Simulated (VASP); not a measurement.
# BiP (P-6m2) in VASP: relaxation of shape and atoms at fixed volume with r2SCAN

Aim: the relaxation of shape and atoms at fixed volume of BiP with r2SCAN.

All numbers are computed with VASP 6.6.1; they aren't measurements. Logs are shortened: lines on timing, memory, paths and dates and some standing lists are left out, and cuts for length are marked.

**1. The cell of the first run**

Symmetry: P-6m2, No. 187, hexagonal system. The conventional cell has a = 4.020 Å, b = 4.020 Å, c = 3.813 Å, α = 90.00°, β = 90.00°, γ = 120.00°. Bi (site symmetry -6m2) has 6 P at 3.00 Å and 8 Bi at 3.81 to 4.02 Å within 4.1 Å. Within 4.1 Å of P (site symmetry -6m2) lie 6 Bi at 3.00 Å and 8 P at 3.81 to 4.02 Å.

**2. Relaxation of shape and atoms at fixed volume, r2SCAN (26.67 Å³/atom)**

Contents of POSCAR:

```
BiP
1.0
    4.0195828411      0.0000000000      0.0000000000
   -2.0097914205      3.4810608531      0.0000000000
    0.0000000000      0.0000000000      3.8127212157
Bi P
1 1
Direct
    0.0000000000      0.0000000000      0.0000000000
    0.6666666667      0.3333333333      0.5000000000
```

Contents of INCAR.step1:

```
SYSTEM = BiP
ALGO = Normal
EDIFF = 1E-4
ENCUT = 600
GGA = PE
ISMEAR = 0
LASPH = .True.
LCHARG = .False.
LREAL = .False.
LWAVE = .True.
NELM = 100
PREC = Accurate
SIGMA = 0.05
```

Contents of INCAR.step2:

```
SYSTEM = BiP
ALGO = Normal
EDIFF = 1E-7
EDIFFG = -0.01
ENCUT = 600
IBRION = 2
ISIF = 4
ISMEAR = 0
ISTART = 1
LASPH = .True.
LCHARG = .False.
LMIXTAU = .True.
LREAL = .False.
LWAVE = .False.
METAGGA = R2SCAN
NELM = 100
NSW = 60
PREC = Accurate
SIGMA = 0.05
```

Contents of KPOINTS:

```
k-points
0
Gamma
  10 10 10
  0 0 0
```

Potentials or basis: VASP PAW PBE potentials, release 64 (Bi_d, P).

Launch:

```sh
$ cat potpaw_PBE.64/Bi_d/POTCAR potpaw_PBE.64/P/POTCAR > POTCAR
$ cp INCAR.step1 INCAR
$ mpirun -np 1 vasp_std > vasp.out
$ cp INCAR.step2 INCAR
$ mpirun -np 1 vasp_std > vasp.out
```

OUTCAR:

```text
SYSTEM = BiP
   EDIFF = 1E-7
   EDIFFG = -0.01
   ENCUT = 600
   IBRION = 2
   ISIF = 4
   ISMEAR = 0
   ISTART = 1
   LASPH = .True.
   LREAL = .False.
   METAGGA = R2SCAN
   NELM = 100
   NSW = 60
   PREC = Accurate

 ion  position               nearest neighbor table
   1  0.000  0.000  0.000-   2 3.00   2 3.00   2 3.00   2 3.00   2 3.00   2 3.00
   2  0.667  0.333  0.500-   1 3.00   1 3.00   1 3.00   1 3.00   1 3.00   1 3.00

  LATTYP: Found a hexagonal cell.
 ALAT       =     4.0195828411
 C/A-ratio  =     0.9485365438

  Lattice vectors:

 A1 = (   4.0195828411,   0.0000000000,   0.0000000000)
 A2 = (  -2.0097914205,   3.4810608531,   0.0000000000)
 A3 = (   0.0000000000,   0.0000000000,   3.8127212157)

Analysis of symmetry for initial positions (statically):
=====================================================================
 Subroutine PRICEL returns:
 Original cell was already a primitive cell.

 Routine SETGRP: Setting up the symmetry group for a
 hexagonal supercell.

 Subroutine GETGRP returns: Found 12 space group operations
 (whereof 12 operations were pure point group operations)
 out of a pool of 24 trial point group operations.

The static configuration has the point symmetry D_3h.

Analysis of symmetry for dynamics (positions and initial velocities):
=====================================================================
 Subroutine PRICEL returns:
 Original cell was already a primitive cell.

 Routine SETGRP: Setting up the symmetry group for a
 hexagonal supercell.

 Subroutine GETGRP returns: Found 12 space group operations
 (whereof 12 operations were pure point group operations)
 out of a pool of 24 trial point group operations.

The dynamic configuration has the point symmetry D_3h.

 Subroutine INISYM returns: Found 12 space group operations
 (whereof 12 operations are pure point group operations),
 and found     1 'primitive' translations

----------------------------------------------------------------------------------------

                                     Primitive cell

  volume of cell :      53.3492

  direct lattice vectors                    reciprocal lattice vectors
     4.019582841  0.000000000  0.000000000     0.248782035  0.143634375  0.000000000
[... 151 lines left out ...]
      direct lattice vectors                 reciprocal lattice vectors
     4.019582841  0.000000000  0.000000000     0.248782035  0.143634375  0.000000000
    -2.009791421  3.481060853  0.000000000     0.000000000  0.287268750  0.000000000
     0.000000000  0.000000000  3.812721216     0.000000000  0.000000000  0.262279863

 POSITION                                       TOTAL-FORCE (eV/Angst)
 -----------------------------------------------------------------------------------
      0.00000      0.00000      0.00000        -0.000000      0.000000      0.000000
      2.00979      1.16035      1.90636         0.000000     -0.000000      0.000000
 -----------------------------------------------------------------------------------
    total drift:                               -0.000000      0.000000     -0.000000

  FREE ENERGIE OF THE ION-ELECTRON SYSTEM (eV)
  ---------------------------------------------------
  free  energy   TOTEN  =       -66.7787277454 eV

  energy  without entropy=      -66.7774112821  energy(sigma->0) =      -66.77806951

--------------------------------------- Ionic step        2  -------------------------------------------

 number of electron      20.0000002 magnetization

 Free energy of the ion-electron system (eV)
  ---------------------------------------------------
  ext. energy  EPLUGINS =         0.00000000
  ---------------------------------------------------
  free energy    TOTEN  =       -66.77920575 eV

  energy without entropy =      -66.77802815  energy(sigma->0) =      -66.77861695

 E-fermi :   6.2763     XC(G=0): -10.4483

 val. band max:        6.2723497035   @ k =   0.1000   0.0000   0.4000
 cond. band min:       6.2975006899   @ k =   0.2000   0.1000   0.2000
 fundamental gap:      0.0251509864
 Fermi energy:         6.2762649457

 k-point     1 :       0.0000    0.0000    0.0000
  band No.  band energies     occupation
      1     -17.4895      2.00000
      2     -17.4631      2.00000
      3     -17.4631      2.00000
      4     -17.4213      2.00000
      5     -17.4213      2.00000
      6      -7.6457      2.00000
      7      -0.1788      2.00000
      8       3.8633      2.00000
      9       4.9011      2.00000
     10       4.9011      2.00000
     11       8.7609      0.00000
     12       8.7609      0.00000
     13      10.7846      0.00000
     14      12.5952      0.00000
[... 377 lines left out ...]
      1     -17.4769      2.00000
      2     -17.4530      2.00000
      3     -17.4410      2.00000
      4     -17.4291      2.00000
      5     -17.4278      2.00000
      6      -5.6714      2.00000
      7      -3.4909      2.00000
      8       2.6872      2.00000
      9       4.1814      2.00000
     10       6.0409      2.00000
     11       7.0902      0.00000
     12       9.8261      0.00000
     13      10.5993      0.00000
     14      11.9415      0.00000

 [... further k-points ...]

------------------------ aborting loop because EDIFF is reached ----------------------------------------

  FORCE on cell =-STRESS in cart. coord.  units (eV):
  Direction    XX          YY          ZZ          XY          YZ          ZX
  --------------------------------------------------------------------------------------
  -------------------------------------------------------------------------------------
  Total       -1.3620026     -1.3620026     -1.3721311     -0.0000000     -0.0000000     -0.0000000
  in kB      -40.9035384    -40.9035384    -41.2077153     -0.0000000     -0.0000000     -0.0000000
  external PRESSURE =     -41.0049307 kB  Pullay stress =       0.0000000 kB

 VOLUME and BASIS-vectors are now :
 -----------------------------------------------------------------------------
  energy-cutoff  :      600.00
  volume of cell :       53.35
      direct lattice vectors                 reciprocal lattice vectors
     4.027027372 -0.000000000  0.000000000     0.248322126  0.143368847  0.000000000
    -2.013513686  3.487508006 -0.000000000     0.000000000  0.286737693 -0.000000000
    -0.000000000  0.000000000  3.798637535     0.000000000  0.000000000  0.263252282

 POSITION                                       TOTAL-FORCE (eV/Angst)
 -----------------------------------------------------------------------------------
     -0.00000      0.00000     -0.00000        -0.000000     -0.000000     -0.000000
      2.01351      1.16250      1.89932         0.000000      0.000000      0.000000
 -----------------------------------------------------------------------------------
    total drift:                               -0.000000      0.000000      0.000000

  FREE ENERGIE OF THE ION-ELECTRON SYSTEM (eV)
  ---------------------------------------------------
  free  energy   TOTEN  =       -66.7792057496 eV

  energy  without entropy=      -66.7780281482  energy(sigma->0) =      -66.77861695

 reached required accuracy - stopping structural energy minimisation
```

OUTCAR.step1:

```text
SYSTEM = BiP
   EDIFF = 1E-4
   ENCUT = 600
   GGA = PE
   ISMEAR = 0
   LASPH = .True.
   LREAL = .False.
[... 629 lines left out ...]
      0.00000      0.00000      0.00000         0.000000      0.000000      0.000000
      2.00979      1.16035      1.90636        -0.000000      0.000000      0.000000
 -----------------------------------------------------------------------------------
    total drift:                               -0.000000      0.000000      0.000000

  FREE ENERGIE OF THE ION-ELECTRON SYSTEM (eV)
  ---------------------------------------------------
  free  energy   TOTEN  =        -8.6964417596 eV

  energy  without entropy=       -8.6949974789  energy(sigma->0) =       -8.69571962
```

It took 2.7 min on 1 thread of AMD EPYC 9R45 (Zen 5), shared host; peak memory 0.21 GiB.

Results:

- Free energy: -66.7792 eV
- Energy gained by relaxing: 0.2 meV/atom
- Ionic steps: 2
- Pressure after relaxing: -4.1 GPa
- Band gap on the k mesh: zero (bands 10 and 11 overlap by 2.28 eV)

The path:
```tsv
step	energy change (eV)	largest force (eV/Å)	pressure (GPa)	volume (Å³)
1	0.0000	0.0000	-4.18	53.35
2	-0.0005	0.0000	-4.10	53.35
```

Final structure:
```xyz
2
Lattice="4.0270 0.0000 0.0000 -2.0135 3.4875 0.0000 0.0000 0.0000 3.7986" Properties=species:S:1:pos:R:3 pbc="T T T"
Bi    0.0000    0.0000    0.0000
P     2.0135    1.1625    1.8993
```

Caveat: the PAW data sets were made with another functional, which shifts forces and pressure a little; spin-orbit coupling is left out, which moves the levels of the heavy elements.

The gap in the log of VASP goes by the Fermi energy; the results here count the filled bands.